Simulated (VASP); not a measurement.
# CaF2 (Fm-3m) in VASP: further runs

Runs on CaF2. Level: PBE. Tasks: single point.

Everything below comes from runs of VASP 6.6.1. Logs are shortened: lines on timing, memory, paths and dates and some standing lists are left out, and cuts for length are marked.

## 1. The cell of the first run

It takes space group Fm-3m (No. 225, cubic). Conventional cell: a = 5.463 Å, b = 5.463 Å, c = 5.463 Å, α = 90.00°, β = 90.00°, γ = 90.00°. Ca (site symmetry m-3m) has 8 F at 2.37 Å within 3.1 Å. Within 3.1 Å of F (site symmetry -43m) lie 4 Ca at 2.37 Å and 6 F at 2.73 Å.

## 2. Single point, PBE

INCAR

```
  ALGO = Normal
  EDIFF = 1E-6
  ENCUT = 600
  GGA = PE
  GGA_COMPAT = False
  ISIF = 2
  ISMEAR = 0
  LASPH = True
  LCHARG = False
  LREAL = False
  LWAVE = False
  NBANDS = 19
  NELM = 120
  PREC = Accurate
  SIGMA = 0.1
```

KPOINTS

```
k-points
0
Gamma
  6 6 6
```

POSCAR

```
CaF2
1.0
    0.0000000000      2.7312500500      2.7312500500
    2.7312500500      0.0000000000      2.7312500500
    2.7312500500      2.7312500500      0.0000000000
Ca F
1 2
Direct
    0.0000000000      0.0000000000      0.0000000000
    0.2500000000      0.2500000000      0.2500000000
    0.7500000000      0.7500000000      0.7500000000
```

Potentials or basis: VASP PAW PBE potentials, release 64 (Ca_sv, F).

The run is started by

```console
> cat potpaw_PBE.64/Ca_sv/POTCAR potpaw_PBE.64/F/POTCAR > POTCAR
> mpirun -np 1 vasp_std > vasp.out
```

OUTCAR:

```text
EDIFF = 1E-6
   ENCUT = 600
   GGA = PE
   ISIF = 2
   ISMEAR = 0
   LASPH = True
   LREAL = False
   NELM = 120
   PREC = Accurate

 ion  position               nearest neighbor table
   1  0.000  0.000  0.000-   3 2.37   3 2.37   3 2.37   2 2.37   3 2.37   2 2.37   2 2.37   2 2.37

   2  0.250  0.250  0.250-   1 2.37   1 2.37   1 2.37   1 2.37
   3  0.750  0.750  0.750-   1 2.37   1 2.37   1 2.37   1 2.37

  LATTYP: Found a face centered cubic cell.
 ALAT       =     5.4625001000

  Lattice vectors:

 A1 = (   0.0000000000,   2.7312500500,   2.7312500500)
 A2 = (   2.7312500500,   0.0000000000,   2.7312500500)
 A3 = (   2.7312500500,   2.7312500500,   0.0000000000)

Analysis of symmetry for initial positions (statically):
=====================================================================
 Subroutine PRICEL returns:
 Original cell was already a primitive cell.

 Routine SETGRP: Setting up the symmetry group for a
 face centered cubic supercell.

 Subroutine GETGRP returns: Found 48 space group operations
 (whereof 48 operations were pure point group operations)
 out of a pool of 48 trial point group operations.

The static configuration has the point symmetry O_h .

Analysis of symmetry for dynamics (positions and initial velocities):
=====================================================================
 Subroutine PRICEL returns:
 Original cell was already a primitive cell.

 Routine SETGRP: Setting up the symmetry group for a
 face centered cubic supercell.

 Subroutine GETGRP returns: Found 48 space group operations
 (whereof 48 operations were pure point group operations)
 out of a pool of 48 trial point group operations.

The dynamic configuration has the point symmetry O_h .

 Subroutine INISYM returns: Found 48 space group operations
 (whereof 48 operations are pure point group operations),
 and found     1 'primitive' translations

----------------------------------------------------------------------------------------

                                     Primitive cell

  volume of cell :      40.7488

  direct lattice vectors                    reciprocal lattice vectors
     0.000000000  2.731250050  2.731250050    -0.183066358  0.183066358  0.183066358
     2.731250050  0.000000000  2.731250050     0.183066358 -0.183066358  0.183066358
     2.731250050  2.731250050  0.000000000     0.183066358  0.183066358 -0.183066358

  length of vectors
     3.862570863  3.862570863  3.862570863     0.317080234  0.317080234  0.317080234

  position of ions in fractional coordinates (direct lattice)
     0.000000000  0.000000000  0.000000000
     0.250000000  0.250000000  0.250000000
     0.750000000  0.750000000  0.750000000

  ion indices of the primitive-cell ions
   primitive index   ion index
                 1           1
                 2           2
                 3           3

----------------------------------------------------------------------------------------

 KPOINTS: k-points

Automatic generation of k-mesh.
 Grid dimensions read from file:
 generate k-points for:    6    6    6

 Generating k-lattice:

  Cartesian coordinates                     Fractional coordinates (reciprocal lattice)
    -0.030511060  0.030511060  0.030511060     0.166666667  0.000000000  0.000000000
     0.030511060 -0.030511060  0.030511060     0.000000000  0.166666667  0.000000000
     0.030511060  0.030511060 -0.030511060     0.000000000  0.000000000  0.166666667

  Length of vectors
     0.052846706  0.052846706  0.052846706

  Shift w.r.t. Gamma in fractional coordinates (k-lattice)
     0.000000000  0.000000000  0.000000000

 Subroutine IBZKPT returns following result:
 ===========================================

 Found     16 irreducible k-points:

 Following reciprocal coordinates:
            Coordinates               Weight
  0.000000  0.000000  0.000000      1.000000
  0.166667  0.000000  0.000000      8.000000
  0.333333  0.000000  0.000000      8.000000
  0.500000  0.000000  0.000000      4.000000
  0.166667  0.166667  0.000000      6.000000
  0.333333  0.166667  0.000000     24.000000
[... 8 lines left out ...]
 -0.333333  0.333333  0.166667     24.000000
 -0.333333  0.500000  0.166667     12.000000
   k-points           NKPTS =     16   k-points in BZ     NKDIM =     16   number of bands    NBANDS=     19
   number of dos      NEDOS =    301   number of ions     NIONS =      3
   total plane-waves  NPLWV =  32768
   dimension x,y,z NGX =    32 NGY =   32 NGZ =   32
   dimension x,y,z NGXF=    64 NGYF=   64 NGZF=   64
   ions per type =               1   2
   NGX,Y,Z   is equivalent  to a cutoff of  13.77, 13.77, 13.77 a.u.
   NGXF,Y,Z  is equivalent  to a cutoff of  27.55, 27.55, 27.55 a.u.
 SYSTEM =  unknown system
   PREC   = accura    normal or accurate (medium, high low for compatibility)
   ISTART =      0    job   : 0-new  1-cont  2-samecut
   ICHARG =      2    charge: 1-file 2-atom 10-const
   ISPIN  =      1    spin polarized calculation?
   LNONCOLLINEAR =      F non collinear calculations
   LSORBIT =      F    spin-orbit coupling
   LASPH  =      T    aspherical Exc in radial PAW
   ENCUT  =  600.0 eV  44.10 Ry    6.64 a.u.   7.71  7.71  7.71*2*pi/ulx,y,z
   NELM   =    120;   NELMIN=  2; NELMDL= -5     # of ELM steps
   EDIFF  = 0.1E-05   stopping-criterion for ELM
   LREAL  =      F    real-space projection
   EDIFFG = 0.1E-04   stopping-criterion for IOM
   NSW    =      0    number of steps for IOM
   IBRION =     -1    ionic relax: 0-MD 1-quasi-New 2-CG
   NFREE  =      0    steps in history (QN), initial steepest desc. (CG)
   ISIF   =      2    stress and relaxation
   ISYM   =      2    0-nonsym 1-usesym 2-fastsym
   POTIM  = 0.5000    time-step for ionic-motion
   TEBEG  =    0.0;   TEEND  =   0.0 temperature during run
   PSTRESS=    0.0 pullay stress
   NELECT =      24.0000    total number of electrons
   NUPDOWN=      -1.0000    fix difference up-down
   EMIN   =  10.00;   EMAX   =-10.00  energy-range for DOS
   EFERMI =   0.00;   METHOD = LEGACY
   ISMEAR =     0;   SIGMA  =   0.10  broadening in eV -4-tet -1-fermi 0-gaus
   EFERMI_NEDOS =   21; number of points for ismear=-14 and -15
   IALGO  =     38    algorithm
   IMIX   =      4    mixing-type and parameters
     AMIX     =   0.40;   BMIX     =  1.00
     AMIX_MAG =   1.60;   BMIX_MAG =  1.00
  volume/ion in A,a.u.               =      13.58        91.66
  Fermi-wavevector in a.u.,A,eV,Ry     =   1.372273  2.593220 25.621574  1.883133
  Thomas-Fermi vector in A             =   2.497895
   LORBIT       =      0    0 simple, 1 ext, 2 COOP (PROOUT), +10 PAW based schemes
   GGA     = PE    functional components
   LHFCALC =     F    Hartree Fock is set to
   AEXX    =    0.0000 exact exchange contribution
   IVDW    =     0    specifies the selected vdW correction
   LEPSILON=     F    determine dielectric tensor
   LRPA    =     F    only Hartree local field effects (RPA)
 non-spin polarized calculation
 Gauss-broadening in eV      SIGMA  =   0.10
  energy-cutoff  :      600.00
  volume of cell :       40.75
 maximum number of plane-waves:      1380
   NGX = 15   NGY = 15   NGZ = 15

 number of electron      23.9999989 magnetization

 Free energy of the ion-electron system (eV)
  ---------------------------------------------------
  ext. energy  EPLUGINS =         0.00000000
  ---------------------------------------------------
  free energy    TOTEN  =       -17.33377223 eV

  energy without entropy =      -17.33377223  energy(sigma->0) =      -17.33377223

 E-fermi :  -0.3997     XC(G=0):  -9.6299

 val. band max:       -0.9731556318   @ k =   0.5000   0.5000   0.0000
 cond. band min:       6.3054757190   @ k =   0.0000   0.0000   0.0000
 fundamental gap:      7.2786313508
 Fermi energy:        -0.3996884824

 k-point     1 :       0.0000    0.0000    0.0000
  band No.  band energies     occupation
      1     -36.9982      2.00000
      2     -20.9072      2.00000
      3     -20.1360      2.00000
      4     -17.9375      2.00000
      5     -17.9375      2.00000
      6     -17.9375      2.00000
[... 11 lines left out ...]
     18      10.2523      0.00000
     19      15.9744      0.00000

 k-point     2 :       0.1667    0.0000    0.0000
  band No.  band energies     occupation
      1     -36.9899      2.00000
      2     -20.9701      2.00000
      3     -20.2081      2.00000
      4     -17.9480      2.00000
      5     -17.9480      2.00000
      6     -17.8197      2.00000
[... 11 lines left out ...]
     18      10.1843      0.00000
     19      14.8375      0.00000

 k-point     3 :       0.3333    0.0000    0.0000
  band No.  band energies     occupation
      1     -36.9732      2.00000
      2     -21.0349      2.00000
      3     -20.4178      2.00000
      4     -17.9688      2.00000
      5     -17.9688      2.00000
      6     -17.5718      2.00000
[... 11 lines left out ...]
     18      10.0487      0.00000
     19      13.2614      0.00000

 k-point     4 :       0.5000    0.0000    0.0000
  band No.  band energies     occupation
      1     -36.9648      2.00000
      2     -21.0290      2.00000
      3     -20.5604      2.00000
      4     -17.9791      2.00000
      5     -17.9791      2.00000
      6     -17.4448      2.00000
[... 231 lines left out ...]
     18      11.0023      0.00000
     19      14.3126      0.00000

 k-point    15 :      -0.3333    0.3333    0.1667
  band No.  band energies     occupation
      1     -36.9566      2.00000
      2     -20.9255      2.00000
      3     -20.8138      2.00000
      4     -18.0217      2.00000
      5     -17.6901      2.00000
      6     -17.5679      2.00000
[... 11 lines left out ...]
     18      12.2927      0.00000
     19      13.5958      0.00000

 k-point    16 :      -0.3333    0.5000    0.1667
  band No.  band energies     occupation
      1     -36.9538      2.00000
      2     -21.0712      2.00000
      3     -20.6818      2.00000
      4     -18.0431      2.00000
      5     -17.8034      2.00000
      6     -17.4279      2.00000
[... 11 lines left out ...]
     18      13.5617      0.00000
     19      13.6084      0.00000

------------------------ aborting loop because EDIFF is reached ----------------------------------------

  FORCE on cell =-STRESS in cart. coord.  units (eV):
  Direction    XX          YY          ZZ          XY          YZ          ZX
  --------------------------------------------------------------------------------------
  -------------------------------------------------------------------------------------
  Total        0.6108370      0.6108370      0.6108370      0.0000000      0.0000000      0.0000000
  in kB       24.0171540     24.0171540     24.0171540      0.0000000      0.0000000      0.0000000
  external PRESSURE =      24.0171540 kB  Pullay stress =       0.0000000 kB

 VOLUME and BASIS-vectors are now :
 -----------------------------------------------------------------------------
  energy-cutoff  :      600.00
  volume of cell :       40.75
      direct lattice vectors                 reciprocal lattice vectors
     0.000000000  2.731250050  2.731250050    -0.183066358  0.183066358  0.183066358
     2.731250050  0.000000000  2.731250050     0.183066358 -0.183066358  0.183066358
     2.731250050  2.731250050  0.000000000     0.183066358  0.183066358 -0.183066358

 POSITION                                       TOTAL-FORCE (eV/Angst)
 -----------------------------------------------------------------------------------
      0.00000      0.00000      0.00000        -0.000000      0.000000     -0.000000
      1.36563      1.36563      1.36563         0.000000     -0.000000      0.000000
      4.09688      4.09688      4.09688         0.000000      0.000000     -0.000000
 -----------------------------------------------------------------------------------
    total drift:                                0.000000     -0.000000      0.000000

  FREE ENERGIE OF THE ION-ELECTRON SYSTEM (eV)
  ---------------------------------------------------
  free  energy   TOTEN  =       -17.3337722294 eV

  energy  without entropy=      -17.3337722294  energy(sigma->0) =      -17.33377223
```

It took 16 s on 1 thread of Intel Xeon Platinum 8375C at 2.90GHz (Ice Lake), shared host; peak memory 0.17 GiB.

What came out:

* Free energy: -17.3338 eV
* Pressure: 2.4 GPa
* Band gap on the k mesh: 7.28 eV, indirect (least direct gap 7.53 eV)

Levels at points of the mesh, in eV from the valence-band top:
| k point | band 9 | band 10 | band 11 | band 12 | band 13 | band 14 | band 15 | band 16 |
| --- | --- | --- | --- | --- | --- | --- | --- | --- |
| (0.00, 0.00, 0.00) | -2.11 | -0.26 | -0.26 | -0.26 | 7.28 | 9.17 | 9.17 | 11.23 |
| (0.50, 0.00, 0.00) | -1.29 | -1.24 | -0.83 | -0.83 | 9.38 | 9.38 | 9.75 | 10.73 |
| (0.50, 0.50, 0.00) | -1.65 | -0.36 | -0.36 | 0.00 | 8.12 | 9.52 | 10.08 | 10.87 |

A k mesh can miss the band edges.

## 3. Single point, PBE

INCAR

```
SYSTEM = CaF2
PREC = Accurate ; ENCUT = 600
EDIFF = 1E-6 ; ISMEAR = 0
SIGMA = 0.1 ; LREAL = .FALSE.
LASPH = .TRUE. ; NELM = 120
ALGO = Normal ; ISIF = 2
LWAVE = .FALSE. ; LCHARG = .FALSE.
GGA = PE ; NBANDS = 19
GGA_COMPAT = .FALSE.
```

KPOINTS

```
Automatic mesh
0
G
  6 6 6
  0 0 0
```

POSCAR

```
CaF2
1.0
    0.0000000000      2.7309999500      2.7309999500
    2.7309999500      0.0000000000      2.7309999500
    2.7309999500      2.7309999500      0.0000000000
Ca F
1 2
Direct
    0.0000000000      0.0000000000      0.0000000000
    0.2500000000      0.2500000000      0.2500000000
    0.7500000000      0.7500000000      0.7500000000
```

Potentials or basis: VASP PAW PBE potentials, release 64 (Ca_sv, F).

The run is started by

```console
> cat potpaw_PBE.64/Ca_sv/POTCAR potpaw_PBE.64/F/POTCAR > POTCAR
> mpirun -np 1 vasp_std > vasp.out
```

Wall time 20 s (1 thread of Intel Xeon Platinum 8375C at 2.90GHz (Ice Lake), shared host); peak memory 0.17 GiB.

The run converged. Its results:

* Free energy: -17.3336 eV
* Pressure: 2.4 GPa
* Band gap on the k mesh: 7.28 eV, indirect (least direct gap 7.54 eV)

Levels at points of the mesh, in eV from the valence-band top:
```tsv
k point	band 8	band 9	band 10	band 11	band 12	band 13	band 14	band 15	band 16	band 17
(0.00, 0.00, 0.00)	-2.11	-2.11	-0.26	-0.26	-0.26	7.28	9.17	9.17	11.23	11.23
(0.50, 0.00, 0.00)	-1.51	-1.29	-1.24	-0.83	-0.83	9.38	9.38	9.75	10.73	10.96
(0.50, 0.50, 0.00)	-1.65	-1.65	-0.36	-0.36	0.00	8.12	9.52	10.08	10.87	10.87
```

## 4. Single point, PBE (volume scaled by 0.88)

INCAR

```
SYSTEM = CaF2
PREC = Accurate
ENCUT = 600
EDIFF = 1E-6
ISMEAR = 0
SIGMA = 0.02
LREAL = .False.
LASPH = .True.
NELM = 120
ALGO = Normal
ISIF = 2
LWAVE = .False.
LCHARG = .False.
GGA = PE
NBANDS = 19
GGA_COMPAT = .False.
```

KPOINTS

```
Automatic mesh
0
Gamma
  8 8 8
  0 0 0
```

POSCAR

```
CaF2
1.0
    0.0000000000      2.6404243639      2.6404243639
    2.6404243639      0.0000000000      2.6404243639
    2.6404243639      2.6404243639      0.0000000000
Ca F
1 2
Direct
    0.5000000000      0.5000000000      0.5000000000
    0.2500000000      0.2500000000      0.2500000000
    0.7500000000      0.7500000000      0.7500000000
```

Potentials or basis: VASP PAW PBE potentials, release 64 (Ca_sv, F).

The run is started by

```console
> cat potpaw_PBE.64/Ca_sv/POTCAR potpaw_PBE.64/F/POTCAR > POTCAR
> mpirun -np 1 vasp_std > vasp.out
```

OUTCAR:

```text
SYSTEM = CaF2
   PREC = Accurate
   ENCUT = 600
   EDIFF = 1E-6
   ISMEAR = 0
   LREAL = .False.
   LASPH = .True.
   NELM = 120
   ISIF = 2
   GGA = PE

 ion  position               nearest neighbor table
   1  0.500  0.500  0.500-   2 2.29   2 2.29   2 2.29   2 2.29   3 2.29   3 2.29   3 2.29   3 2.29

   2  0.250  0.250  0.250-   1 2.29   1 2.29   1 2.29   1 2.29
   3  0.750  0.750  0.750-   1 2.29   1 2.29   1 2.29   1 2.29

  LATTYP: Found a face centered cubic cell.
 ALAT       =     5.2808487278

  Lattice vectors:

[... 701 lines left out ...]
      6     -16.3878      2.00000
[... 11 lines left out ...]
     18      12.8531      0.00000
     19      15.0691      0.00000

 [... further k-points ...]
[... 5 lines left out ...]
  --------------------------------------------------------------------------------------
  -------------------------------------------------------------------------------------
  Total        3.1398933      3.1398933      3.1398933      0.0000000      0.0000000     -0.0000000
  in kB      136.6388776    136.6388776    136.6388776      0.0000000      0.0000000     -0.0000000
  external PRESSURE =     136.6388776 kB  Pullay stress =       0.0000000 kB

 VOLUME and BASIS-vectors are now :
 -----------------------------------------------------------------------------
  energy-cutoff  :      600.00
  volume of cell :       36.82
      direct lattice vectors                 reciprocal lattice vectors
     0.000000000  2.640424364  2.640424364    -0.189363500  0.189363500  0.189363500
     2.640424364  0.000000000  2.640424364     0.189363500 -0.189363500  0.189363500
     2.640424364  2.640424364  0.000000000     0.189363500  0.189363500 -0.189363500

 POSITION                                       TOTAL-FORCE (eV/Angst)
 -----------------------------------------------------------------------------------
      2.64042      2.64042      2.64042        -0.000000     -0.000000     -0.000000
      1.32021      1.32021      1.32021         0.000000      0.000000      0.000000
      3.96064      3.96064      3.96064         0.000000     -0.000000     -0.000000
 -----------------------------------------------------------------------------------
    total drift:                                0.000000     -0.000000      0.000000

  FREE ENERGIE OF THE ION-ELECTRON SYSTEM (eV)
  ---------------------------------------------------
  free  energy   TOTEN  =       -17.1382977298 eV

  energy  without entropy=      -17.1382977298  energy(sigma->0) =      -17.13829773
```

stdout:

```text
POSCAR found type information on POSCAR CaF
 POSCAR found :  2 types and       3 ions
 scaLAPACK will be used
 LDA part: xc-table for (Slater+PW92), standard interpolation
 POSCAR, INCAR and KPOINTS ok, starting setup
 FFT: planning ... GRIDC
 FFT: planning ... GRID_SOFT
 FFT: planning ... GRID
 WAVECAR not read
 entering main loop
```

Wall time 31 s (1 thread of Intel Xeon Platinum 8375C at 2.90GHz (Ice Lake), shared host); peak memory 0.18 GiB.

What came out:

```yaml
Free_energy: -17.1383 eV
Pressure: 13.7 GPa
Band_gap_on_the_k_mesh: 7.90 eV, indirect (least direct gap 8.17 eV)
```

Levels at points of the mesh, in eV from the valence-band top:
```tsv
k point	band 10	band 11	band 12	band 13	band 14	band 15
(0.00, 0.00, 0.00)	-0.27	-0.27	-0.27	7.90	9.55	9.55
(0.50, 0.00, 0.00)	-1.36	-0.90	-0.90	9.82	9.82	10.42
(0.50, 0.50, 0.00)	-0.43	-0.43	0.00	8.40	10.12	10.63
```

## 5. Summary

| cell | k mesh | smearing | gap on the mesh (eV) | pressure (GPa) |
| --- | --- | --- | --- | --- |
| a = 3.863 Å, angles 60.0°, 3 atoms | 6 × 6 × 6 | gaussian 0.1 eV | 7.28 | 2.4 |
| a = 3.862 Å, angles 60.0°, 3 atoms | 6 × 6 × 6 | gaussian 0.1 eV | 7.28 | 2.4 |
| a = 3.734 Å, angles 60.0°, 3 atoms | 8 × 8 × 8 | gaussian 0.02 eV | 7.90 | 13.7 |

Alike in all rows: task single point; level PBE; potentials or basis VASP PAW PBE potentials, release 64 (Ca_sv, F); no spin polarisation; cutoff (eV) 600.

Absolute energies hang on the potentials; compare differences alone.
